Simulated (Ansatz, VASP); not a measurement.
# Te2Mo in VASP and in Ansatz

Contents of INCAR:

```
SYSTEM = Te2Mo
PREC     = Accurate       ! precision mode
ENCUT    = 520            ! plane-wave cutoff, eV
EDIFF    = 1E-6           ! SCF threshold, eV
ISMEAR   = -1             ! smearing method
SIGMA    = 0.05           ! smearing width, eV
LREAL    = .False.        ! projectors in reciprocal space
LASPH    = .True.         ! aspherical terms in the spheres
NELM     = 80             ! most SCF steps
ALGO     = Normal         ! electronic algorithm
ISIF     = 2              ! what is computed and relaxed
LWAVE    = .False.        ! write WAVECAR
LCHARG   = .False.        ! write CHGCAR
GGA      = CA             ! functional
NBANDS   = 35             ! bands
```

Contents of KPOINTS:

```
regular mesh
0
Gamma
  4 8 1
  0 0 0
```

Contents of POSCAR:

```
Te2Mo
1.0
    6.2317438208      0.0000000000      0.0000000000
    0.0000000000      3.4093544903      0.0000000000
   -0.0839909111      0.0000000000     35.4373997734
Te Mo
4 2
Direct
    0.4292511000      0.7500000000      0.5407035800
    0.5707489000      0.2500000000      0.4592964200
    0.9208478700      0.2500000000      0.5565273200
    0.0791521300      0.7500000000      0.4434726800
    0.1813475600      0.2500000000      0.4974653700
    0.8186524400      0.7500000000      0.5025346300
```

Contents of input.yaml:

```yaml
crystal:
  lattice:
    - [6.2317438208, 0.0, 0.0]
    - [0.0, 3.4093544903, 0.0]
    - [-0.0839909111, 0.0, 35.4373997734]
  atoms:
    - { symbol: Te, position: [0.4292511, 0.75, 0.54070358] }
    - { symbol: Te, position: [0.5707489, 0.25, 0.45929642] }
    - { symbol: Te, position: [0.92084787, 0.25, 0.55652732] }
    - { symbol: Te, position: [0.07915213, 0.75, 0.44347268] }
    - { symbol: Mo, position: [0.18134756, 0.25, 0.49746537] }
    - { symbol: Mo, position: [0.81865244, 0.75, 0.50253463] }
hamiltonian:
  xc: lda
  pseudopotentials: { kind: paw }
kpoints:
  mp_grid: { grid: [4, 8, 1] }
scf:
  occupations: { method: fermi_dirac, width: 0.05 }
output:
  forces: true
  stress: true
  eigenvalues: true
```

Alike in both runs: task single point; functional LDA; k mesh 4 × 8 × 1; occupations fermi-dirac, width 0.05 eV; no spin polarisation.

|  | VASP | Ansatz |
| --- | --- | --- |
| version | VASP 6.6.1 | Ansatz 0.2.0 |
| potentials or method | VASP PAW LDA potentials, release 64 (Te, Mo_sv) | Ansatz PAW |
| plane-wave cutoff (eV) | 520 | 420 |
| valence electrons in the cell | 52 | 92 |

Ansatz gave:

* gap on the k mesh at the Fermi level (eV): none
* rms of the force components (eV/Å): 0.214

Which values does VASP return?

gap on the k mesh at the Fermi level (eV): none; rms of the force components (eV/Å): 0.239.

LDA's correlation is that of Perdew and Zunger in VASP and of Perdew and Wang (1992) in Ansatz. Atom by atom the forces differ by 0.026 eV/Å (rms over components). A gap of «none» marks a metal or a gap that the smearing closes. VASP's potentials hold 52 valence electrons a cell and Ansatz's 92, so a difference there can come from the potentials and not from the codes.

Neither program's run includes spin-orbit coupling.
